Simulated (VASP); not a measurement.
AlN, 4 atoms in the cell. The typed cell holds 4 atoms: a = 3.130 Å, b = 3.130 Å, c = 5.017 Å, α = 90.00°, β = 90.00°, γ = 120.00°. 

* Program: VASP 6.6.1
* Task: single point
* Functional: PBE
* Potentials or basis: VASP PAW PBE potentials, release 64 (Al, N)
* Cutoff: 600 eV
* k mesh: 10 × 10 × 6
* Occupations: fermi-dirac, width 0.01 eV
* Spin: no spin polarisation
* Dipole correction: no
* Further INCAR settings: ALGO = Normal; EDIFF = 1e-06; NBANDS = 16

Potentials or basis: VASP PAW PBE potentials, release 64 (Al, N).

The run is started by

```console
$ cat potpaw_PBE.64/Al/POTCAR potpaw_PBE.64/N/POTCAR > POTCAR
$ mpirun -np 1 vasp_std > vasp.out
```

Hardware: 1 thread of Intel Xeon 8259CL, with other jobs on the host.

Question: Estimate the wall time of this run.

Answer: Run time: 3.7 min on 1 thread of Intel Xeon 8259CL (shared host), peak memory 0.26 GiB. Counts: scf iterations 13, k points 172.
